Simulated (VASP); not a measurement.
# Pb (Fd-3m) in VASP: further runs, part 2 of 2

VASP 6.6.1. Earlier steps stand in the parts before.

**4. Electric field gradients, LDA (volume scaled by 1.01)**

File INCAR:

```
PREC = Accurate ; ENCUT = 520
EDIFF = 1E-8 ; ISMEAR = -1
SIGMA = 0.05 ; LREAL = F
LASPH = T ; NELM = 100
ALGO = Normal ; ISIF = 2
LWAVE = F ; LCHARG = F
LEFG = T ; NBANDS = 21
```

File KPOINTS:

```
regular mesh
0
Gamma
  8 8 8
```

File POSCAR:

```
Pb
1.0
    0.0000000000      3.4504253888      3.4504253888
    3.4504253888      0.0000000000      3.4504253888
    3.4504253888      3.4504253888      0.0000000000
Pb
2
Direct
    0.0000000000      0.0000000000      0.0000000000
    0.2500000000      0.2500000000      0.2500000000
```

Potentials or basis: VASP PAW LDA potentials, release 64 (Pb_d).

Command:

```bash
cat potpaw_LDA.64/Pb_d/POTCAR > POTCAR
mpirun -np 1 vasp_std > vasp.out
```

OUTCAR:

```text
PREC = Accurate
   ENCUT = 520
   EDIFF = 1E-8
   ISMEAR = -1
   LREAL = F
   LASPH = T
   NELM = 100
   ISIF = 2

 ion  position               nearest neighbor table
   1  0.000  0.000  0.000-   2 2.99   2 2.99   2 2.99   2 2.99
   2  0.250  0.250  0.250-   1 2.99   1 2.99   1 2.99   1 2.99

  LATTYP: Found a face centered cubic cell.
 ALAT       =     6.9008507776

  Lattice vectors:

 A1 = (   0.0000000000,   3.4504253888,   3.4504253888)
 A2 = (   3.4504253888,   0.0000000000,   3.4504253888)
 A3 = (   3.4504253888,   3.4504253888,   0.0000000000)

Analysis of symmetry for initial positions (statically):
=====================================================================
 Subroutine PRICEL returns:
 Original cell was already a primitive cell.

 Routine SETGRP: Setting up the symmetry group for a
 face centered cubic supercell.

 Subroutine GETGRP returns: Found 48 space group operations
 (whereof 24 operations were pure point group operations)
 out of a pool of 48 trial point group operations.

The static configuration has the point symmetry T_d .
 The point group associated with its full space group is O_h .

Analysis of symmetry for dynamics (positions and initial velocities):
=====================================================================
 Subroutine PRICEL returns:
 Original cell was already a primitive cell.

 Routine SETGRP: Setting up the symmetry group for a
 face centered cubic supercell.

 Subroutine GETGRP returns: Found 48 space group operations
 (whereof 24 operations were pure point group operations)
 out of a pool of 48 trial point group operations.

The dynamic configuration has the point symmetry T_d .
 The point group associated with its full space group is O_h .

 Subroutine INISYM returns: Found 48 space group operations
 (whereof 24 operations are pure point group operations),
 and found     1 'primitive' translations

----------------------------------------------------------------------------------------

                                     Primitive cell

  volume of cell :      82.1576

  direct lattice vectors                    reciprocal lattice vectors
     0.000000000  3.450425389  3.450425389    -0.144909669  0.144909669  0.144909669
     3.450425389  0.000000000  3.450425389     0.144909669 -0.144909669  0.144909669
     3.450425389  3.450425389  0.000000000     0.144909669  0.144909669 -0.144909669

  length of vectors
     4.879638381  4.879638381  4.879638381     0.250990909  0.250990909  0.250990909

  position of ions in fractional coordinates (direct lattice)
     0.000000000  0.000000000  0.000000000
     0.250000000  0.250000000  0.250000000

  ion indices of the primitive-cell ions
   primitive index   ion index
                 1           1
                 2           2

----------------------------------------------------------------------------------------

 KPOINTS: regular mesh

Automatic generation of k-mesh.
[... 65 lines left out ...]
   NELM   =    100;   NELMIN=  2; NELMDL= -5     # of ELM steps
   EDIFF  = 0.1E-07   stopping-criterion for ELM
   LREAL  =      F    real-space projection
   EDIFFG = 0.1E-06   stopping-criterion for IOM
   NSW    =      0    number of steps for IOM
   IBRION =     -1    ionic relax: 0-MD 1-quasi-New 2-CG
   NFREE  =      0    steps in history (QN), initial steepest desc. (CG)
   ISIF   =      2    stress and relaxation
   ISYM   =      2    0-nonsym 1-usesym 2-fastsym
   POTIM  = 0.5000    time-step for ionic-motion
   TEBEG  =    0.0;   TEEND  =   0.0 temperature during run
   PSTRESS=    0.0 pullay stress
   NELECT =      28.0000    total number of electrons
   NUPDOWN=      -1.0000    fix difference up-down
   EMIN   =  10.00;   EMAX   =-10.00  energy-range for DOS
   EFERMI =   0.00;   METHOD = LEGACY
   ISMEAR =    -1;   SIGMA  =   0.05  broadening in eV -4-tet -1-fermi 0-gaus
   EFERMI_NEDOS =   21; number of points for ismear=-14 and -15
   IALGO  =     38    algorithm
   IMIX   =      4    mixing-type and parameters
     AMIX     =   0.40;   BMIX     =  1.00
     AMIX_MAG =   1.60;   BMIX_MAG =  1.00
  volume/ion in A,a.u.               =      41.08       277.21
  Fermi-wavevector in a.u.,A,eV,Ry     =   1.143523  2.160945 17.791585  1.307645
  Thomas-Fermi vector in A             =   2.280218
   LORBIT       =      0    0 simple, 1 ext, 2 COOP (PROOUT), +10 PAW based schemes
   GGA     = CA    functional components
   LHFCALC =     F    Hartree Fock is set to
   AEXX    =    0.0000 exact exchange contribution
   IVDW    =     0    specifies the selected vdW correction
   LEPSILON=     F    determine dielectric tensor
   LRPA    =     F    only Hartree local field effects (RPA)
 non-spin polarized calculation
  energy-cutoff  :      520.00
  volume of cell :       82.16
 maximum number of plane-waves:      2229
   NGX = 19   NGY = 19   NGZ = 19

 number of electron      27.9999995 magnetization

 Free energy of the ion-electron system (eV)
  ---------------------------------------------------
  ext. energy  EPLUGINS =         0.00000000
  ---------------------------------------------------
  free energy    TOTEN  =        -7.88619661 eV

  energy without entropy =       -7.88200991  energy(sigma->0) =       -7.88410326

 E-fermi :   4.0092     XC(G=0):  -8.7208

 val. band max:        3.7079130358   @ k =   0.1250   0.1250   0.0000
 cond. band min:       4.0260642917   @ k =  -0.1250   0.1250   0.0000
 fundamental gap:      0.3181512558
 Fermi energy:         4.0091952412

 k-point     1 :       0.0000    0.0000    0.0000
  band No.  band energies     occupation
      1     -13.1739      2.00000
      2     -13.1739      2.00000
      3     -13.1739      2.00000
      4     -13.0958      2.00000
      5     -13.0958      2.00000
      6     -12.6744      2.00000
[... 565 lines left out ...]
     20      11.8051      0.00000
     21      12.5407      0.00000

 [... further k-points ...]
[... 5 lines left out ...]
  --------------------------------------------------------------------------------------
  -------------------------------------------------------------------------------------
  Total       -0.5207160     -0.5207160     -0.5207160     -0.0000000      0.0000000     -0.0000000
  in kB      -10.1546170    -10.1546170    -10.1546170     -0.0000000      0.0000000     -0.0000000
  external PRESSURE =     -10.1546170 kB  Pullay stress =       0.0000000 kB

 VOLUME and BASIS-vectors are now :
 -----------------------------------------------------------------------------
  energy-cutoff  :      520.00
  volume of cell :       82.16
      direct lattice vectors                 reciprocal lattice vectors
     0.000000000  3.450425389  3.450425389    -0.144909669  0.144909669  0.144909669
     3.450425389  0.000000000  3.450425389     0.144909669 -0.144909669  0.144909669
     3.450425389  3.450425389  0.000000000     0.144909669  0.144909669 -0.144909669

 POSITION                                       TOTAL-FORCE (eV/Angst)
 -----------------------------------------------------------------------------------
      0.00000      0.00000      0.00000         0.000000      0.000000      0.000000
      1.72521      1.72521      1.72521        -0.000000     -0.000000     -0.000000
 -----------------------------------------------------------------------------------
    total drift:                                0.000000      0.000000      0.000000

  FREE ENERGIE OF THE ION-ELECTRON SYSTEM (eV)
  ---------------------------------------------------
  free  energy   TOTEN  =        -7.8861966083 eV

  energy  without entropy=       -7.8820099090  energy(sigma->0) =       -7.88410326

 Electric field gradients (V/A^2)
---------------------------------------------------------------------
 ion       V_xx      V_yy      V_zz      V_xy      V_xz      V_yz
---------------------------------------------------------------------
   1      -0.000    -0.000     0.000     0.000     0.000     0.000
   2      -0.000    -0.000     0.000     0.000     0.000     0.000
---------------------------------------------------------------------

 Electric field gradients after diagonalization (V/A^2)
 (convention: |V_zz| > |V_xx| > |V_yy|)
----------------------------------------------------------------------
 ion       V_xx      V_yy      V_zz     asymmetry (V_yy - V_xx)/ V_zz
----------------------------------------------------------------------
   1      -0.000    -0.000     0.001       0.000
   2      -0.000    -0.000     0.001       0.000
----------------------------------------------------------------------

           NMR quadrupolar parameters

 Cq : quadrupolar parameter    Cq=e*Q*V_zz/h
 eta: asymmetry parameters     (V_yy - V_xx)/ V_zz
 Q  : nuclear electric quadrupole moment in mb (millibarn)
----------------------------------------------------------------------
 ion       Cq(MHz)       eta       Q (mb)
----------------------------------------------------------------------
   1       0.000       0.000       1.000
   2       0.000       0.000       1.000
----------------------------------------------------------------------
```

OSZICAR:

```text
N       E                     dE             d eps       ncg     rms          rms(c)
DAV:   1     0.294971158506E+03    0.29497E+03   -0.13706E+04  1218   0.143E+03
DAV:   2     0.137568406894E+02   -0.28121E+03   -0.27558E+03  1218   0.392E+02
DAV:   3    -0.716391578989E+01   -0.20921E+02   -0.20756E+02  1466   0.135E+02
DAV:   4    -0.790840948994E+01   -0.74449E+00   -0.74423E+00  1433   0.305E+01
DAV:   5    -0.795196146460E+01   -0.43552E-01   -0.43551E-01  1810   0.660E+00    0.152E+00
DAV:   6    -0.790716008962E+01    0.44801E-01   -0.39783E-02  1715   0.256E+00    0.839E-01
DAV:   7    -0.788625951045E+01    0.20901E-01   -0.31777E-02  1604   0.211E+00    0.147E-01
DAV:   8    -0.788615190415E+01    0.10761E-03   -0.40942E-03  1549   0.768E-01    0.356E-02
DAV:   9    -0.788620295602E+01   -0.51052E-04   -0.25206E-04  1600   0.212E-01    0.160E-02
DAV:  10    -0.788619639410E+01    0.65619E-05   -0.36097E-05  1727   0.896E-02    0.343E-03
DAV:  11    -0.788619668750E+01   -0.29340E-06   -0.33197E-06  1934   0.153E-02    0.156E-03
DAV:  12    -0.788619660819E+01    0.79311E-07   -0.32179E-07  1665   0.690E-03    0.224E-04
DAV:  13    -0.788619660829E+01   -0.10459E-09   -0.77864E-09  1061   0.803E-04
   1 F= -.78861966E+01 E0= -.78841033E+01  d E =-.418670E-02
```

stdout:

```text
POSCAR found type information on POSCAR Pb
 POSCAR found :  1 types and       2 ions
 scaLAPACK will be used
 LDA part: xc-table for (Slater(with rela. corr.)+CA(PZ))
 , standard interpolation
 POSCAR, INCAR and KPOINTS ok, starting setup
 FFT: planning ... GRIDC
 FFT: planning ... GRID_SOFT
 FFT: planning ... GRID
 WAVECAR not read
 entering main loop
ion   1

ion   2
```

Wall time 19 s (1 thread of Intel Xeon 6975P-C (Granite Rapids), shared host); peak memory 0.18 GiB.

What came out:

```
Free energy            : -7.8862 eV
Pressure               : -1.0 GPa
Band gap on the k mesh : zero (band 14 reaches 4.36 eV, above the bottom of band 15 at 3.22 eV)
```

Caveat: without QUAD_EFG the Cq values of the log hold for a quadrupole moment of 1 mb, not for the nuclei; spin-orbit coupling is left out, which moves the levels of the heavy elements.
